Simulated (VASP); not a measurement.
A run of VASP 6.6.1:

INCAR

```
PREC = Accurate ; ENCUT = 600
EDIFF = 1E-6 ; ISMEAR = 0
SIGMA = 0.01 ; LREAL = F
LASPH = T ; NELM = 100
ALGO = Normal ; ISIF = 3
LWAVE = F ; LCHARG = F
GGA = PE ; IBRION = 2
NSW = 80 ; EDIFFG = -0.002
```

KPOINTS

```
regular mesh
0
Gamma
  6 6 6
```

The input POSCAR:

```
C
1.0
    3.5680000000      0.0000000000      0.0000000000
    0.0000000000      3.5680000000      0.0000000000
    0.0000000000      0.0000000000      3.5680000000
C
8
Direct
    0.0000000000      0.0000000000      0.0000000000
    0.0000000000      0.5000000000      0.5000000000
    0.5000000000      0.0000000000      0.5000000000
    0.5000000000      0.5000000000      0.0000000000
    0.2500000000      0.2500000000      0.2500000000
    0.2500000000      0.7500000000      0.7500000000
    0.7500000000      0.2500000000      0.7500000000
    0.7500000000      0.7500000000      0.2500000000
```

Potentials or basis: VASP PAW PBE potentials, release 64 (C).

Run with:

```sh
$ cat potpaw_PBE.64/C/POTCAR > POTCAR
$ mpirun -np 1 vasp_std > vasp.out
```

Hardware: 1 thread of Intel Xeon 6975P-C, on a shared host.

Problem. How long does it take, and how much memory?

Solution. Wall time 70 s on 1 thread of Intel Xeon 6975P-C, with other jobs on the host, peak memory 0.16 GiB. Counts: scf iterations 20, k points 20, ion steps 3.
